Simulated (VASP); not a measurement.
# P (Pm-3m) in VASP: notebook, part 2 of 2

VASP 6.6.1. Earlier steps stand in the parts before.

## (3) Single point, revPBE

This run uses another cell than the first one, of 14.76 Å³/atom, 1.042 times its volume.

Contents of INCAR:

```
SYSTEM = P
ALGO = Normal
EDIFF = 1E-6
ENCUT = 520
GGA = RE
ISIF = 2
ISMEAR = -1
LASPH = .True.
LCHARG = .True.
LELF = .True.
LREAL = .False.
LVHAR = .True.
LWAVE = .False.
NBANDS = 8
NELM = 80
PREC = Accurate
SIGMA = 0.1
```

Contents of KPOINTS:

```
k-points
0
Gamma
  14 14 14
  0 0 0
```

Contents of POSCAR:

```
P
1.0
    2.4527709036      0.0000000000      0.0000000000
    0.0000000000      2.4527709036      0.0000000000
    0.0000000000      0.0000000000      2.4527709036
P
1
Direct
    0.0000000000      0.0000000000      0.0000000000
```

Potentials or basis: VASP PAW PBE potentials, release 64 (P).

Command:

```
$ cat potpaw_PBE.64/P/POTCAR > POTCAR
$ mpirun -np 1 vasp_std > vasp.out
```

OUTCAR:

```text
SYSTEM = P
   EDIFF = 1E-6
   ENCUT = 520
   GGA = RE
   ISIF = 2
   ISMEAR = -1
   LASPH = .True.
   LREAL = .False.
   NELM = 80
   PREC = Accurate

 ion  position               nearest neighbor table
   1  0.000  0.000  0.000-

  LATTYP: Found a simple cubic cell.
 ALAT       =     2.4527709036

  Lattice vectors:

 A1 = (   2.4527709036,   0.0000000000,   0.0000000000)
 A2 = (   0.0000000000,   2.4527709036,   0.0000000000)
 A3 = (   0.0000000000,   0.0000000000,   2.4527709036)

Analysis of symmetry for initial positions (statically):
=====================================================================
 Subroutine PRICEL returns:
 Original cell was already a primitive cell.

 Routine SETGRP: Setting up the symmetry group for a
 simple cubic supercell.

 Subroutine GETGRP returns: Found 48 space group operations
 (whereof 48 operations were pure point group operations)
 out of a pool of 48 trial point group operations.

The static configuration has the point symmetry O_h .

Analysis of symmetry for dynamics (positions and initial velocities):
=====================================================================
 Subroutine PRICEL returns:
 Original cell was already a primitive cell.

 Routine SETGRP: Setting up the symmetry group for a
 simple cubic supercell.

 Subroutine GETGRP returns: Found 48 space group operations
 (whereof 48 operations were pure point group operations)
 out of a pool of 48 trial point group operations.

The dynamic configuration has the point symmetry O_h .

 Subroutine INISYM returns: Found 48 space group operations
 (whereof 48 operations are pure point group operations),
 and found     1 'primitive' translations

----------------------------------------------------------------------------------------

                                     Primitive cell

  volume of cell :      14.7561

  direct lattice vectors                    reciprocal lattice vectors
     2.452770904  0.000000000  0.000000000     0.407702162  0.000000000  0.000000000
     0.000000000  2.452770904  0.000000000     0.000000000  0.407702162  0.000000000
     0.000000000  0.000000000  2.452770904     0.000000000  0.000000000  0.407702162

  length of vectors
     2.452770904  2.452770904  2.452770904     0.407702162  0.407702162  0.407702162

  position of ions in fractional coordinates (direct lattice)
     0.000000000  0.000000000  0.000000000

  ion indices of the primitive-cell ions
   primitive index   ion index
                 1           1

----------------------------------------------------------------------------------------

 KPOINTS: k-points

Automatic generation of k-mesh.
 Grid dimensions read from file:
 generate k-points for:   14   14   14

 Generating k-lattice:

  Cartesian coordinates                     Fractional coordinates (reciprocal lattice)
     0.029121583  0.000000000  0.000000000     0.071428571  0.000000000  0.000000000
     0.000000000  0.029121583  0.000000000     0.000000000  0.071428571  0.000000000
     0.000000000  0.000000000  0.029121583     0.000000000  0.000000000  0.071428571

  Length of vectors
     0.029121583  0.029121583  0.029121583

  Shift w.r.t. Gamma in fractional coordinates (k-lattice)
     0.000000000  0.000000000  0.000000000

 Subroutine IBZKPT returns following result:
 ===========================================

 Found    120 irreducible k-points:

 Following reciprocal coordinates:
            Coordinates               Weight
  0.000000  0.000000  0.000000      1.000000
  0.071429  0.000000  0.000000      6.000000
  0.142857  0.000000  0.000000      6.000000
  0.214286  0.000000  0.000000      6.000000
  0.285714  0.000000  0.000000      6.000000
  0.357143  0.000000  0.000000      6.000000
[... 16 lines left out ...]
  0.285714  0.214286  0.000000     24.000000
  0.357143  0.214286  0.000000     24.000000
 [... further k-points ...]
   k-points           NKPTS =    120   k-points in BZ     NKDIM =    120   number of bands    NBANDS=      8
   number of dos      NEDOS =    301   number of ions     NIONS =      1
   total plane-waves  NPLWV =   5832
   dimension x,y,z NGX =    18 NGY =   18 NGZ =   18
   dimension x,y,z NGXF=    36 NGYF=   36 NGZF=   36
   ions per type =               1
   NGX,Y,Z   is equivalent  to a cutoff of  12.20, 12.20, 12.20 a.u.
   NGXF,Y,Z  is equivalent  to a cutoff of  24.40, 24.40, 24.40 a.u.
 SYSTEM =  P
   PREC   = accura    normal or accurate (medium, high low for compatibility)
   ISTART =      0    job   : 0-new  1-cont  2-samecut
   ICHARG =      2    charge: 1-file 2-atom 10-const
   ISPIN  =      1    spin polarized calculation?
   LNONCOLLINEAR =      F non collinear calculations
   LSORBIT =      F    spin-orbit coupling
   LASPH  =      T    aspherical Exc in radial PAW
   ENCUT  =  520.0 eV  38.22 Ry    6.18 a.u.   4.56  4.56  4.56*2*pi/ulx,y,z
   NELM   =     80;   NELMIN=  2; NELMDL= -5     # of ELM steps
   EDIFF  = 0.1E-05   stopping-criterion for ELM
   LREAL  =      F    real-space projection
   EDIFFG = 0.1E-04   stopping-criterion for IOM
   NSW    =      0    number of steps for IOM
   IBRION =     -1    ionic relax: 0-MD 1-quasi-New 2-CG
   NFREE  =      0    steps in history (QN), initial steepest desc. (CG)
   ISIF   =      2    stress and relaxation
   ISYM   =      2    0-nonsym 1-usesym 2-fastsym
   POTIM  = 0.5000    time-step for ionic-motion
   TEBEG  =    0.0;   TEEND  =   0.0 temperature during run
   PSTRESS=    0.0 pullay stress
   NELECT =       5.0000    total number of electrons
   NUPDOWN=      -1.0000    fix difference up-down
   EMIN   =  10.00;   EMAX   =-10.00  energy-range for DOS
   EFERMI =   0.00;   METHOD = LEGACY
   ISMEAR =    -1;   SIGMA  =   0.10  broadening in eV -4-tet -1-fermi 0-gaus
   EFERMI_NEDOS =   21; number of points for ismear=-14 and -15
   IALGO  =     38    algorithm
   IMIX   =      4    mixing-type and parameters
     AMIX     =   0.40;   BMIX     =  1.00
     AMIX_MAG =   1.60;   BMIX_MAG =  1.00
  volume/ion in A,a.u.               =      14.76        99.58
  Fermi-wavevector in a.u.,A,eV,Ry     =   1.141321  2.156784 17.723137  1.302614
  Thomas-Fermi vector in A             =   2.278021
   LORBIT       =      0    0 simple, 1 ext, 2 COOP (PROOUT), +10 PAW based schemes
   GGA     = RE    functional components
   LHFCALC =     F    Hartree Fock is set to
   AEXX    =    0.0000 exact exchange contribution
   IVDW    =     0    specifies the selected vdW correction
   LEPSILON=     F    determine dielectric tensor
   LRPA    =     F    only Hartree local field effects (RPA)
 non-spin polarized calculation
  energy-cutoff  :      520.00
  volume of cell :       14.76
 maximum number of plane-waves:       432
   NGX =  9   NGY =  9   NGZ =  9

 number of electron       4.9999999 magnetization

 Free energy of the ion-electron system (eV)
  ---------------------------------------------------
  ext. energy  EPLUGINS =         0.00000000
  ---------------------------------------------------
  free energy    TOTEN  =        -4.95225028 eV

  energy without entropy =       -4.93970814  energy(sigma->0) =       -4.94597921

 E-fermi :   9.4826     XC(G=0): -11.1926

 val. band max:        9.4765417092   @ k =   0.5000   0.4286   0.4286
 cond. band min:       9.5748112681   @ k =   0.4286   0.4286   0.4286
 fundamental gap:      0.0982695589
 Fermi energy:         9.4826076782

 k-point     1 :       0.0000    0.0000    0.0000
  band No.  band energies     occupation
      1      -6.8553      2.00000
      2      14.4790      0.00000
      3      14.4790      0.00000
      4      14.4790      0.00000
      5      16.2781      0.00000
      6      16.2781      0.00000
      7      23.7322      0.00000
      8      33.6831      0.00000

 k-point     2 :       0.0714    0.0000    0.0000
  band No.  band energies     occupation
      1      -6.7401      2.00000
      2      12.5902      0.00000
      3      14.5695      0.00000
      4      14.5695      0.00000
      5      16.3696      0.00000
      6      18.0234      0.00000
      7      24.1315      0.00000
      8      32.8307      0.00000
[... 221 lines left out ...]
 k-point    23 :       0.2857    0.2143    0.0000
  band No.  band energies     occupation
      1      -4.0344      2.00000
      2       6.1838      2.00000
      3       9.4053      1.36833
      4      16.6038      0.00000
      5      19.7939      0.00000
      6      21.8625      0.00000
      7      27.7414      0.00000
      8      28.0656      0.00000

 k-point    24 :       0.3571    0.2143    0.0000
  band No.  band energies     occupation
      1      -3.0925      2.00000
      2       4.2408      2.00000
      3      10.0832      0.00492
      4      17.2234      0.00000
      5      18.4618      0.00000
      6      22.1959      0.00000
      7      26.1296      0.00000
      8      28.8093      0.00000

 [... further k-points ...]
[... 5 lines left out ...]
  --------------------------------------------------------------------------------------
  -------------------------------------------------------------------------------------
  Total        0.0320713      0.0320713      0.0320713     -0.0000000     -0.0000000      0.0000000
  in kB        3.4822250      3.4822250      3.4822250     -0.0000000     -0.0000000      0.0000000
  external PRESSURE =       3.4822250 kB  Pullay stress =       0.0000000 kB

 VOLUME and BASIS-vectors are now :
 -----------------------------------------------------------------------------
  energy-cutoff  :      520.00
  volume of cell :       14.76
      direct lattice vectors                 reciprocal lattice vectors
     2.452770904  0.000000000  0.000000000     0.407702162  0.000000000  0.000000000
     0.000000000  2.452770904  0.000000000     0.000000000  0.407702162  0.000000000
     0.000000000  0.000000000  2.452770904     0.000000000  0.000000000  0.407702162

 POSITION                                       TOTAL-FORCE (eV/Angst)
 -----------------------------------------------------------------------------------
      0.00000      0.00000      0.00000         0.000000      0.000000      0.000000
 -----------------------------------------------------------------------------------
    total drift:                               -0.000000      0.000000      0.000000

  FREE ENERGIE OF THE ION-ELECTRON SYSTEM (eV)
  ---------------------------------------------------
  free  energy   TOTEN  =        -4.9522502809 eV

  energy  without entropy=       -4.9397081416  energy(sigma->0) =       -4.94597921
```

Run time: 9 s. Hardware: 1 thread of Intel Xeon 8259CL, shared host; peak memory 0.12 GiB.

What came out:

```yaml
Free_energy: -4.9523 eV
Pressure: 0.3 GPa
```

Caveat: the PAW data sets were made with another functional, which shifts forces and pressure a little.

## (4) Single point, revPBE (volume scaled by 1.04)

Contents of INCAR:

```
SYSTEM = P
ALGO = Normal ; EDIFF = 1E-6
ENCUT = 520 ; GGA = RE
ISIF = 2 ; ISMEAR = -1
LASPH = .TRUE. ; LCHARG = .FALSE.
LREAL = .FALSE. ; LWAVE = .FALSE.
NBANDS = 8 ; NELM = 100
PREC = Accurate ; SIGMA = 0.1
```

Contents of KPOINTS:

```
k-points
0
G
  14 14 14
  0 0 0
```

Contents of POSCAR:

```
P
1.0
    2.4850479064      0.0000000000      0.0000000000
    0.0000000000      2.4850479064      0.0000000000
    0.0000000000      0.0000000000      2.4850479064
P
1
Direct
    0.0000000000      0.0000000000      0.0000000000
```

Command:

```
$ cat potpaw_PBE.64/P/POTCAR > POTCAR
$ mpirun -np 1 vasp_std > vasp.out
```

Run time: 10 s. Hardware: 1 thread of Intel Xeon 8259CL, shared host; peak memory 0.12 GiB.

It converged, with:

```
Free energy : -4.9467 eV
Pressure    : -3.4 GPa
```

Levels at points of the mesh, in eV from the Fermi level:
| k point | band 1 | band 2 | band 3 | band 4 | band 5 | band 6 | band 7 | band 8 |
| --- | --- | --- | --- | --- | --- | --- | --- | --- |
| (0.00, 0.00, 0.00) | -15.93 | 4.80 | 4.80 | 4.80 | 6.87 | 6.87 | 13.81 | 23.71 |
| (0.50, 0.00, 0.00) | -11.87 | -8.17 | 7.42 | 7.42 | 9.31 | 14.15 | 14.15 | 16.41 |
| (0.50, 0.50, 0.00) | -7.49 | -4.98 | -4.98 | 1.36 | 9.84 | 16.51 | 16.54 | 16.54 |
| (0.50, 0.50, 0.50) | -2.14 | -2.08 | -2.08 | -2.08 | 4.87 | 4.87 | 4.87 | 11.09 |

Caveat: the cell differs from its parent crystal (volume scaled by 1.04); the PAW data sets were made with another functional, which shifts forces and pressure a little.

## (5) Single point, revPBE (volume scaled by 1.08)

Contents of INCAR:

```
ALGO     = Normal         # electronic algorithm
EDIFF    = 1E-6           # SCF threshold, eV
ENCUT    = 520            # plane-wave cutoff, eV
GGA      = RE             # functional
ISIF     = 2              # what is computed and relaxed
ISMEAR   = -1             # smearing method
LASPH    = True           # aspherical terms in the spheres
LCHARG   = True           # write CHGCAR
LELF     = True           # ELF
LREAL    = False          # projectors in reciprocal space
LVHAR    = True         
LWAVE    = False          # write WAVECAR
NBANDS   = 8              # bands
NELM     = 80             # most SCF steps
PREC     = Accurate       # precision mode
SIGMA    = 0.1            # smearing width, eV
```

Contents of KPOINTS:

```
k-points
0
Gamma
  14 14 14
```

Contents of POSCAR:

```
P
1.0
    2.5165075487      0.0000000000      0.0000000000
    0.0000000000      2.5165075487      0.0000000000
    0.0000000000      0.0000000000      2.5165075487
P
1
Direct
    0.0000000000      0.0000000000      0.0000000000
```

Command:

```
$ cat potpaw_PBE.64/P/POTCAR > POTCAR
$ mpirun -np 1 vasp_std > vasp.out
```

It took 15 s on 1 thread of Intel Xeon 8259CL, shared host; peak memory 0.12 GiB.

Results (log left out):

```yaml
Free_energy: -4.9281 eV
Pressure: -6.7 GPa
```

Levels at points of the mesh, in eV from the Fermi level:
| k point | band 1 | band 2 | band 3 | band 4 | band 5 | band 6 | band 7 | band 8 |
| --- | --- | --- | --- | --- | --- | --- | --- | --- |
| (0.00, 0.00, 0.00) | -15.56 | 4.61 | 4.61 | 4.61 | 6.92 | 6.92 | 13.39 | 23.24 |
| (0.50, 0.00, 0.00) | -11.69 | -7.85 | 7.08 | 7.08 | 9.28 | 14.01 | 14.01 | 16.12 |
| (0.50, 0.50, 0.00) | -7.53 | -4.79 | -4.79 | 1.58 | 9.35 | 16.09 | 16.32 | 16.32 |
| (0.50, 0.50, 0.50) | -2.53 | -2.03 | -2.03 | -2.03 | 4.99 | 4.99 | 4.99 | 11.10 |

Caveat: the cell differs from its parent crystal (volume scaled by 1.08); the PAW data sets were made with another functional, which shifts forces and pressure a little.

## (6) Single point, revPBE (volume scaled by 1.12)

Contents of INCAR:

```
SYSTEM = P
ALGO = Normal ; EDIFF = 1E-6
ENCUT = 520 ; GGA = RE
ISIF = 2 ; ISMEAR = -1
LASPH = .TRUE. ; LCHARG = .FALSE.
LREAL = .FALSE. ; LWAVE = .FALSE.
NBANDS = 8 ; NELM = 100
PREC = Accurate ; SIGMA = 0.1
```

Contents of KPOINTS:

```
k-points
0
G
  14 14 14
  0 0 0
```

Contents of POSCAR:

```
P
1.0
    2.5471996900      0.0000000000      0.0000000000
    0.0000000000      2.5471996900      0.0000000000
    0.0000000000      0.0000000000      2.5471996900
P
1
Direct
    0.0000000000      0.0000000000      0.0000000000
```

Potentials or basis: VASP PAW PBE potentials, release 64 (P).

Command:

```
$ cat potpaw_PBE.64/P/POTCAR > POTCAR
$ mpirun -np 1 vasp_std > vasp.out
```

Run time: 14 s. Hardware: 1 thread of Intel Xeon 8259CL, shared host; peak memory 0.12 GiB.

It converged, with:

```yaml
Free_energy: -4.8984 eV
Pressure: -9.4 GPa
```

Levels at points of the mesh, in eV from the Fermi level:
```
           k point  band 1  band 2  band 3  band 4  band 5  band 6  band 7
(0.00, 0.00, 0.00)  -15.22    4.43    4.43    4.43    6.97    6.97   12.99
(0.50, 0.00, 0.00)  -11.52   -7.56    6.77    6.77    9.26   13.87   13.87
(0.50, 0.50, 0.00)   -7.57   -4.62   -4.62    1.79    8.90   15.70   16.10
(0.50, 0.50, 0.50)   -2.89   -1.98   -1.98   -1.98    5.11    5.11    5.11
```

Caveat: the cell differs from its parent crystal (volume scaled by 1.12); the PAW data sets were made with another functional, which shifts forces and pressure a little.

## (7) The runs side by side

```tsv
cell	gap on the mesh (eV)	pressure (GPa)
a = 2.420 Å, 1 atom	none	4.9
a = 2.453 Å, 1 atom	none	0.3
a = 2.485 Å, 1 atom	none	-3.4
a = 2.517 Å, 1 atom	none	-6.7
a = 2.547 Å, 1 atom	none	-9.4
```

Alike in all rows: task single point; level revPBE; potentials or basis VASP PAW PBE potentials, release 64 (P); no spin polarisation; k mesh 14 × 14 × 14; cutoff (eV) 520; smearing fermi-dirac 0.1 eV.

Caveats: the PAW data sets were made with another functional, which shifts forces and pressure a little.

Absolute energies hang on the potentials; compare differences alone.
